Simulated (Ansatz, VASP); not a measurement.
**One calculation of CsTlH4, two programs**

```xyz
6
Lattice="0.0000 3.8388 3.8388 3.8388 0.0000 3.8388 3.8388 3.8388 0.0000" Properties=species:S:1:pos:R:3 pbc="T T T"
Cs    5.7581    5.7581    5.7581
Tl    0.0000    0.0000    0.0000
H     2.5429    5.1346    5.1346
H     2.5429    2.5429    2.5429
H     5.1346    2.5429    5.1346
H     5.1346    5.1346    2.5429
```

Change from the starting cell: species swapped into the CeYNi4 type (F-43m, No. 216).

Alike in both runs: functional PBE; k mesh 8 × 8 × 8; occupations gaussian, width 0.1 eV; no spin polarisation.

Ansatz relaxed the structure, and its values are those at the end. VASP's run is a single point on that final structure, the one shown.

```csv
,VASP,Ansatz
version,VASP 6.6.1,Ansatz 0.2.0
potentials or method,"VASP PAW PBE potentials, release 64 (Cs_sv, Tl_d, H), cutoff 520 eV","scalar-relativistic, plane waves, PAW"
valence electrons in the cell,26,26
```

```tsv
	VASP	Ansatz	Ansatz less VASP
gap on the k mesh at the Fermi level (eV)	none	none	-
pressure (GPa)	0.0	0.0	+0.03
```

A gap of «none» marks a metal or a gap that the smearing closes.

Spin-orbit coupling is off throughout.
